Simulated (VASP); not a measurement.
# NiO (F-43m) in VASP: further runs

Aim: see how the results for NiO move with the level of theory and the settings. Levels: PBE, PBE0, LDA. Tasks: relaxation of the atoms, single point.

Everything below comes from runs of VASP 6.6.1. Logs are shortened: lines on timing, memory, paths and dates and some standing lists are left out, and cuts for length are marked.

## Step 1: The cell of the first run

Symmetry: F-43m, No. 216, cubic system. Conventional cell: a = 4.481 Å, b = 4.481 Å, c = 4.481 Å, α = 90.00°, β = 90.00°, γ = 90.00°. Ni (site symmetry -43m) has 4 O at 1.94 Å within 2.6 Å. O (site symmetry -43m) has 4 Ni at 1.94 Å within 2.6 Å.

## Step 2: Relaxation of the atoms, PBE, collinear spin, ferromagnetic start

The input, INCAR:

```
  PREC = Accurate
  ENCUT = 520
  EDIFF = 1E-7
  ISMEAR = -1
  SIGMA = 0.05
  LREAL = False
  LASPH = True
  NELM = 150
  ALGO = Normal
  ISIF = 2
  LWAVE = False
  LCHARG = False
  ISPIN = 2
  MAGMOM = 1 0
  LORBIT = 11
  LMAXMIX = 4
  GGA = PE
  IBRION = 2
  NSW = 60
  EDIFFG = -0.01
```

The input, KPOINTS:

```
Automatic mesh
0
Gamma
  7 7 7
```

The input, POSCAR:

```
NiO
1.0
    0.0000000000      2.2406300000      2.2406300000
    2.2406300000      0.0000000000      2.2406300000
    2.2406300000      2.2406300000      0.0000000000
Ni O
1 1
Direct
    0.0000000000      0.0000000000      0.0000000000
    0.7500000000      0.7500000000      0.7500000000
```

Potentials or basis: VASP PAW PBE potentials, release 64 (Ni, O).

On the command line:

```sh
$ cat potpaw_PBE.64/Ni/POTCAR potpaw_PBE.64/O/POTCAR > POTCAR
$ mpirun -np 1 vasp_std > vasp.out
```

OUTCAR:

```text
PREC = Accurate
   ENCUT = 520
   EDIFF = 1E-7
   ISMEAR = -1
   LREAL = False
   LASPH = True
   NELM = 150
   ISIF = 2
   ISPIN = 2
   LORBIT = 11
   GGA = PE
   IBRION = 2
   NSW = 60
   EDIFFG = -0.01

 ion  position               nearest neighbor table
   1  0.000  0.000  0.000-   2 1.94   2 1.94   2 1.94   2 1.94
   2  0.750  0.750  0.750-   1 1.94   1 1.94   1 1.94   1 1.94

  LATTYP: Found a face centered cubic cell.
 ALAT       =     4.4812600000

  Lattice vectors:

 A1 = (   0.0000000000,   2.2406300000,   2.2406300000)
 A2 = (   2.2406300000,   0.0000000000,   2.2406300000)
 A3 = (   2.2406300000,   2.2406300000,   0.0000000000)

Analysis of symmetry for initial positions (statically):
=====================================================================
 Subroutine PRICEL returns:
 Original cell was already a primitive cell.

 Routine SETGRP: Setting up the symmetry group for a
 face centered cubic supercell.

 Subroutine GETGRP returns: Found 24 space group operations
 (whereof 24 operations were pure point group operations)
 out of a pool of 48 trial point group operations.

The static configuration has the point symmetry T_d .

Analysis of symmetry for dynamics (positions and initial velocities):
=====================================================================
 Subroutine PRICEL returns:
 Original cell was already a primitive cell.

 Routine SETGRP: Setting up the symmetry group for a
 face centered cubic supercell.

 Subroutine GETGRP returns: Found 24 space group operations
 (whereof 24 operations were pure point group operations)
 out of a pool of 48 trial point group operations.

The dynamic configuration has the point symmetry T_d .

Analysis of structural, dynamic, and magnetic symmetry:
=====================================================================
 Subroutine PRICEL returns:
 Original cell was already a primitive cell.

 Routine SETGRP: Setting up the symmetry group for a
 face centered cubic supercell.

 Subroutine GETGRP returns: Found 24 space group operations
 (whereof 24 operations were pure point group operations)
 out of a pool of 48 trial point group operations.

The overall configuration has the point symmetry T_d .

 Subroutine INISYM returns: Found 24 space group operations
 (whereof 24 operations are pure point group operations),
 and found     1 'primitive' translations

----------------------------------------------------------------------------------------

[... 138 lines left out ...]
 cond. band min:       5.5796072738   @ k =   0.4286   0.4286   0.0000
 fundamental gap:      0.0575345748
 Fermi energy:         5.5793395582

 spin component 1

 k-point     1 :       0.0000    0.0000    0.0000
  band No.  band energies     occupation
      1     -14.3643      1.00000
      2      -0.3857      1.00000
      3      -0.3857      1.00000
      4      -0.3857      1.00000
      5       3.1833      1.00000
      6       3.1833      1.00000
      7       5.7734      0.02020
      8       5.7734      0.02020
      9       5.7734      0.02019
     10       6.0390      0.00010
     11      19.8765      0.00000
     12      19.8765      0.00000
     13      19.8765      0.00000
[... 289 lines left out ...]
 k-point    20 :      -0.2857    0.4286    0.1429
  band No.  band energies     occupation
      1     -13.5284      1.00000
      2      -0.7971      1.00000
      3      -0.2338      1.00000
      4       0.3733      1.00000
      5       2.4617      1.00000
      6       3.0103      1.00000
      7       3.3894      1.00000
      8       3.7462      1.00000
      9       4.5573      1.00000
     10      12.6837      0.00000
     11      15.0224      0.00000
     12      15.8274      0.00000
     13      18.2875      0.00000
 Fermi energy:         5.5793395582

 spin component 2

 k-point     1 :       0.0000    0.0000    0.0000
  band No.  band energies     occupation
      1     -13.7884      1.00000
      2       0.5856      1.00000
      3       0.5856      1.00000
      4       0.5856      1.00000
      5       4.2272      1.00000
      6       4.2272      1.00000
      7       6.3275      0.00000
      8       7.3310      0.00000
      9       7.3311      0.00000
     10       7.3311      0.00000
     11      20.1289      0.00000
     12      20.1289      0.00000
     13      20.1289      0.00000
[... 290 lines left out ...]
  band No.  band energies     occupation
      1     -12.8920      1.00000
      2      -0.2183      1.00000
      3       0.3025      1.00000
      4       1.0835      1.00000
      5       3.9783      1.00000
      6       4.3743      1.00000
      7       4.7218      1.00000
      8       5.3710      0.98474
      9       5.9433      0.00069
     10      13.1891      0.00000
     11      15.4861      0.00000
     12      16.2496      0.00000
     13      18.6198      0.00000

------------------------ aborting loop because EDIFF is reached ----------------------------------------

  FORCE on cell =-STRESS in cart. coord.  units (eV):
  Direction    XX          YY          ZZ          XY          YZ          ZX
  --------------------------------------------------------------------------------------
  -------------------------------------------------------------------------------------
  Total       -0.0167653     -0.0167653     -0.0167653      0.0000000      0.0000000      0.0000000
  in kB       -1.1939349     -1.1939349     -1.1939349      0.0000000      0.0000000      0.0000000
  external PRESSURE =      -1.1939349 kB  Pullay stress =       0.0000000 kB

 VOLUME and BASIS-vectors are now :
 -----------------------------------------------------------------------------
  energy-cutoff  :      520.00
  volume of cell :       22.50
      direct lattice vectors                 reciprocal lattice vectors
     0.000000000  2.240630000  2.240630000    -0.223151524  0.223151524  0.223151524
     2.240630000  0.000000000  2.240630000     0.223151524 -0.223151524  0.223151524
     2.240630000  2.240630000  0.000000000     0.223151524  0.223151524 -0.223151524

 POSITION                                       TOTAL-FORCE (eV/Angst)
 -----------------------------------------------------------------------------------
      0.00000      0.00000      0.00000        -0.000000     -0.000000      0.000000
      3.36095      3.36095      3.36095         0.000000      0.000000     -0.000000
 -----------------------------------------------------------------------------------
    total drift:                               -0.000001     -0.000001     -0.000001

  FREE ENERGIE OF THE ION-ELECTRON SYSTEM (eV)
  ---------------------------------------------------
  free  energy   TOTEN  =       -11.6024019182 eV

  energy  without entropy=      -11.5857566326  energy(sigma->0) =      -11.59407928

 reached required accuracy - stopping structural energy minimisation

 total charge

# of ion       s       p       d       tot
------------------------------------------
    1        0.380   0.479   8.243   9.101
    2        1.556   3.416   0.000   4.972
--------------------------------------------------
tot          1.936   3.894   8.243  14.073

 magnetization (x)

# of ion       s       p       d       tot
------------------------------------------
    1        0.003   0.038   1.423   1.464
    2        0.016   0.329   0.000   0.345
--------------------------------------------------
tot          0.019   0.367   1.423   1.809
```

OSZICAR:

```text
N       E                     dE             d eps       ncg     rms          rms(c)
DAV:   1     0.894917922539E+02    0.89492E+02   -0.77728E+03  1056   0.142E+03
DAV:   2    -0.794178150292E+01   -0.97434E+02   -0.86621E+02  1080   0.285E+02
DAV:   3    -0.142646897483E+02   -0.63229E+01   -0.61085E+01  1235   0.816E+01
DAV:   4    -0.143371603490E+02   -0.72471E-01   -0.72424E-01  1120   0.895E+00
DAV:   5    -0.143386820524E+02   -0.15217E-02   -0.15217E-02  1233   0.133E+00    0.175E+01
DAV:   6    -0.137925817013E+02    0.54610E+00   -0.29949E+01  1146   0.106E+02    0.233E+01
DAV:   7    -0.116012827143E+02    0.21913E+01   -0.12463E+01  1149   0.894E+01    0.691E+00
DAV:   8    -0.116161182201E+02   -0.14836E-01   -0.59714E-01  1177   0.105E+01    0.377E+00
DAV:   9    -0.116002597678E+02    0.15858E-01   -0.12866E-01  1529   0.667E+00    0.140E+00
DAV:  10    -0.116038729425E+02   -0.36132E-02   -0.12769E-02  1320   0.195E+00    0.688E-01
DAV:  11    -0.116024070796E+02    0.14659E-02   -0.20745E-02  1442   0.307E+00    0.242E-01
DAV:  12    -0.116023959403E+02    0.11139E-04   -0.21746E-03  1308   0.753E-01    0.685E-02
DAV:  13    -0.116023920646E+02    0.38757E-05   -0.45914E-04  1110   0.211E-01    0.395E-02
DAV:  14    -0.116024011543E+02   -0.90897E-05   -0.25075E-05  1091   0.719E-02    0.226E-02
DAV:  15    -0.116024023599E+02   -0.12057E-05   -0.25161E-05  1270   0.523E-02    0.208E-02
DAV:  16    -0.116024020123E+02    0.34763E-06   -0.51038E-06  1335   0.503E-02    0.389E-03
DAV:  17    -0.116024018701E+02    0.14220E-06   -0.10375E-06  1145   0.151E-02    0.320E-03
DAV:  18    -0.116024019182E+02   -0.48136E-07   -0.23140E-07   896   0.111E-02
   1 F= -.11602402E+02 E0= -.11594079E+02  d E =-.116024E+02  mag=     1.8633
```

It took 16 s on 1 thread of Intel Xeon Platinum 8488C (Sapphire Rapids), shared host; peak memory 0.15 GiB.

What came out:

```yaml
Free_energy: -11.6024 eV
Pressure_after_relaxing: -0.1 GPa
Net_moment: 1.86 μB per cell
Site_moments: Ni +1.46; O +0.34 μB
Valence_electrons_inside_the_program's_atomic_spheres: Ni 9.10; O 4.97
```

Final structure:
```cif
data_structure
_symmetry_space_group_name_H-M 'P 1'
_symmetry_Int_Tables_number 1
_cell_length_a 3.1687
_cell_length_b 3.1687
_cell_length_c 3.1687
_cell_angle_alpha 60.000
_cell_angle_beta 60.000
_cell_angle_gamma 60.000
_cell_volume 22.50
loop_
_atom_site_label
_atom_site_type_symbol
_atom_site_fract_x
_atom_site_fract_y
_atom_site_fract_z
_atom_site_occupancy
Ni1 Ni 0.00000 0.00000 0.00000 1
O1 O 0.75000 0.75000 0.75000 1
```

Caveat: the relaxation stopped at its first step, so nothing moved; a cell with one magnetic atom can't hold antiferromagnetic order, which such compounds often take; semilocal functionals often make such compounds metallic where correlation or magnetic order opens a gap, which also shifts bond lengths. With open d or f shells a metallic result of PBE can be an artefact of self-interaction; +U or a hybrid may open a gap.

## Step 3: Single point, PBE0, collinear spin, ferromagnetic start

This run uses another cell than the first one, of 10.97 Å³/atom, 0.975 times its volume.

The input, POSCAR:

```
NiO
1.0
    0.0000000000      2.2217109104      2.2217109104
    2.2217109104      0.0000000000      2.2217109104
    2.2217109104      2.2217109104      0.0000000000
Ni O
1 1
Direct
    0.0000000000      0.0000000000      0.0000000000
    0.7500000000      0.7500000000      0.7500000000
```

The input, INCAR.step1:

```
  ALGO = Normal
  EDIFF = 1E-5
  ENCUT = 520
  GGA = PE
  ISIF = 2
  ISMEAR = -1
  ISPIN = 2
  LASPH = True
  LCHARG = False
  LMAXMIX = 4
  LORBIT = 11
  LREAL = False
  LWAVE = True
  MAGMOM = 1 0
  NBANDS = 19
  NELM = 150
  PREC = Accurate
  SIGMA = 0.05
```

The input, INCAR.step2:

```
  AEXX = 0.25
  ALGO = Normal
  EDIFF = 1E-6
  ENCUT = 520
  GGA = PE
  ISIF = 2
  ISMEAR = -1
  ISPIN = 2
  ISTART = 1
  LASPH = True
  LCHARG = False
  LHFCALC = True
  LMAXMIX = 4
  LORBIT = 11
  LREAL = False
  LWAVE = False
  MAGMOM = 1 0
  NBANDS = 19
  NELM = 150
  PREC = Accurate
  PRECFOCK = Normal
  SIGMA = 0.05
```

The input, KPOINTS:

```
k-points
0
Gamma
  5 5 5
```

Potentials or basis: VASP PAW PBE potentials, release 64 (Ni, O).

On the command line:

```sh
$ cat potpaw_PBE.64/Ni/POTCAR potpaw_PBE.64/O/POTCAR > POTCAR
$ cp INCAR.step1 INCAR
$ mpirun -np 1 vasp_std > vasp.out
$ cp INCAR.step2 INCAR
$ mpirun -np 1 vasp_std > vasp.out
```

It took 9.6 min on 1 thread of Intel Xeon 6975P-C (Granite Rapids), shared host; peak memory 0.16 GiB.

It converged, with:

| Quantity | Value |
| --- | --- |
| Free energy | -16.1891 eV |
| Pressure | 0.5 GPa |
| Band gap on the k mesh | zero (filled and empty bands overlap) |
| Net moment | 2.00 μB per cell |
| Site moments | Ni +1.65; O +0.34 μB |
| Valence electrons inside the program's atomic spheres | Ni 9.12; O 5.04 |

Levels at points of the mesh, in eV from the Fermi level:
Spin up:
```
           k point  band 7  band 8  band 9  band 10  band 11  band 12
(0.00, 0.00, 0.00)   -2.66   -2.66   -2.66     0.84    15.19    15.19
```
Spin down:
```tsv
k point	band 3	band 4	band 5	band 6	band 7	band 8	band 9	band 10	band 11	band 12
(0.00, 0.00, 0.00)	-7.03	-7.03	-4.85	-4.85	0.93	2.83	2.83	2.83	15.41	15.41
```

Caveat: the k points lie up to 0.49 Å⁻¹ apart; the PAW data sets were made with another functional, which shifts forces and pressure a little; a cell with one magnetic atom can't hold antiferromagnetic order, which such compounds often take.

(Part 1 of 2 ends here.)
